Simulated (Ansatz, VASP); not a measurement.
**BaZrO3: VASP beside Ansatz**

The input INCAR:

```
ALGO = Normal
EDIFF = 1E-6
ENCUT = 910
GGA = PE
GGA_COMPAT = False
ISIF = 2
ISMEAR = -1
LASPH = True
LCHARG = False
LREAL = False
LWAVE = False
NBANDS = 28
NELM = 120
PREC = Accurate
SIGMA = 0.02
```

File KPOINTS:

```
k-points
0
Gamma
  6 6 6
```

Contents of POSCAR:

```
BaZrO3
1.0
    4.2474084633      0.0000000000      0.0000000000
    0.0000000000      4.2474084633      0.0000000000
    0.0000000000      0.0000000000      4.1830309927
Ba Zr O
1 1 3
Direct
    0.0000000000      0.0000000000      0.0000000000
    0.5000000000      0.5000000000      0.5000000000
    0.5000000000      0.5000000000      0.0000000000
    0.5000000000      0.0000000000      0.5000000000
    0.0000000000      0.5000000000      0.5000000000
```

Input for Ansatz:

```yaml
crystal:
  lattice:
    - [4.2474084633, 0.0, 0.0]
    - [0.0, 4.2474084633, 0.0]
    - [0.0, 0.0, 4.1830309927]
  atoms:
    - { symbol: Ba, position: [0.0, 0.0, 0.0] }
    - { symbol: Zr, position: [0.5, 0.5, 0.5] }
    - { symbol: O, position: [0.5, 0.5, 0.0] }
    - { symbol: O, position: [0.5, 0.0, 0.5] }
    - { symbol: O, position: [0.0, 0.5, 0.5] }
kpoints:
  mp_grid: { grid: [6, 6, 6] }
  band_path:
    path: [[0.0, 0.0, 0.0], [0.0, 0.5, 0.0], [0.5, 0.5, 0.0], [0.5, 0.5, 0.5]]
    npoints: 1
hamiltonian:
  xc: pbe
scf:
  occupations: { method: fermi_dirac, width: 0.02 }
  n_extra_bands: 5
output:
  forces: true
  stress: true
  eigenvalues: true
```

Change from the starting cell: epitaxial_xy strain +1.0%.

Alike in both runs: task single point; functional PBE; k mesh 6 × 6 × 6; occupations fermi-dirac, width 0.02 eV; no spin polarisation.

|  | VASP | Ansatz |
| --- | --- | --- |
| version | VASP 6.6.1 | Ansatz 0.2.0 |
| potentials or method | VASP PAW PBE potentials, release 64 (Ba_sv, Zr_sv, O_h) | plane waves, PAW |
| plane-wave cutoff (eV) | 910 | 420 |
| valence electrons in the cell | 40 | 40 |

```tsv
	VASP	Ansatz	Ansatz less VASP
gap on the k mesh at the Fermi level (eV)	3.09	3.13	+0.042
```

The functional is the same, so the differences come from potentials, cutoffs and numerics.

Spin-orbit coupling is off throughout. Noted on VASP's run: the cutoff is short for stress, so the pressure is rough.
